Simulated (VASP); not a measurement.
Here is a VASP 6.6.1 calculation.

INCAR

```
SYSTEM = Ti
PREC = Accurate
ENCUT = 520
EDIFF = 1E-7
ISMEAR = 0
SIGMA = 0.15
LREAL = .False.
LASPH = .True.
NELM = 60
ALGO = Fast
ISIF = 2
LWAVE = .False.
LCHARG = .True.
GGA = PS
LELF = .True.
LVHAR = .True.
NBANDS = 19
```

KPOINTS

```
regular mesh
0
Gamma
  18 18 10
  0 0 0
```

File POSCAR:

```
Ti
1.0
    3.0384977962      0.0000000000      0.0000000000
   -1.5192488981      2.6314162809      0.0000000000
    0.0000000000      0.0000000000      4.5454200000
Ti
2
Direct
    0.3333333333      0.6666666667      0.2500000000
    0.6666666667      0.3333333333      0.7500000000
```

Potentials or basis: VASP PAW PBE potentials, release 64 (Ti_sv).

Run with:

```bash
$ cat potpaw_PBE.64/Ti_sv/POTCAR > POTCAR
$ mpirun -np 1 vasp_std > vasp.out
```

**Question.** Predict the pressure.

**Answer.** -8.5 GPa.

**Question.** Predict the band gap on the k mesh.

**Answer.** Zero (bands 12 and 13 overlap by 1.04 eV).

Stress tensor (GPa, compression positive):
```
-10.24   0.00   0.00
  0.00 -10.24   0.00
  0.00   0.00  -5.08
```

Caveat: the cell differs from its parent crystal (strain +0.030 along x and y, -0.030 along z); the cell stands under tension; the PAW data sets were made with another functional, which shifts forces and pressure a little.
